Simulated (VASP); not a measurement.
A run of VASP 6.6.1:

INCAR

```
SYSTEM = BeS5
ALGO = Normal ; EDIFF = 1E-7
EDIFFG = -0.04 ; ENCUT = 600
GGA = PE ; IBRION = 2
ISIF = 3 ; ISMEAR = 0
LASPH = .TRUE. ; LCHARG = .FALSE.
LREAL = .FALSE. ; LWAVE = .FALSE.
NELM = 100 ; NSW = 90
PREC = Accurate ; SIGMA = 0.1
```

File KPOINTS:

```
k-points
0
G
  6 6 4
  0 0 0
```

File POSCAR:

```
BeS5
1.0
    5.4319325900      0.0000000000      0.0000000000
   -2.7159663000      4.7041916200      0.0000000000
    0.0000000000      0.0000000000      5.9858268700
Be S
1 5
Direct
    0.0000000000      0.0000000000      0.5000000000
    0.3333333300      0.6666666700      0.3399557700
    0.6666666700      0.3333333300      0.3399557700
    0.6666666700      0.3333333300      0.6600442300
    0.3333333300      0.6666666700      0.6600442300
    0.0000000000      0.0000000000      0.0000000000
```

Potentials or basis: VASP PAW PBE potentials, release 64 (Be, S).

Command:

```bash
$ cat potpaw_PBE.64/Be/POTCAR potpaw_PBE.64/S/POTCAR > POTCAR
$ mpirun -np 1 vasp_std > vasp.out
```

Hardware: 1 thread of Intel(R) Xeon(R) 6975P-C (Granite Rapids) (shared host).

Question: How long does it take, and how much memory?

Answer: It took 13 min on 1 thread of Intel(R) Xeon(R) 6975P-C (Granite Rapids) (shared host), peak memory 0.36 GiB. Counts: scf iterations 240, k points 21, ion steps 25.
